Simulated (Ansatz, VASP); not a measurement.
**SnO: VASP beside Ansatz**

```
Sn O
1.0
     3.79860    0.00000    0.00000
     0.00000    3.79860    0.00000
     0.00000    0.00000    4.84080
Sn O
2 2
Direct
  0.50000 0.00000 0.23690
  0.00000 0.50000 0.76310
  0.00000 0.00000 0.00000
  0.50000 0.50000 0.00000
```

Alike in both runs: task single point; functional r2SCAN; dispersion D3(BJ); k mesh 6 × 6 × 4; occupations gaussian, width 0.1 eV; no spin polarisation.

|  | VASP | Ansatz |
| --- | --- | --- |
| version | VASP 6.6.1 | Ansatz 0.2.0 |
| potentials or method | VASP PAW PBE potentials, release 64 (Sn_d, O_h), cutoff 910 eV | scalar-relativistic, plane waves, PAW |
| valence electrons in the cell | 40 | 40 |

|  | VASP | Ansatz | Ansatz less VASP |
| --- | --- | --- | --- |
| gap on the k mesh at the Fermi level (eV) | 0.18 | 0.18 | -0.009 |
| least direct gap on the mesh (eV) | 2.31 | 2.33 | +0.013 |
| rms of the force components (eV/Å) | 0.055 | 0.001 | -0.0539 |

VASP's potentials were made for PBE, not for r2SCAN. Atom by atom the forces differ by 0.054 eV/Å (rms over components). Ansatz's warnings: dispersion damping borrowed.

Noted on VASP's run: the cutoff is short for stress, so the pressure is rough.
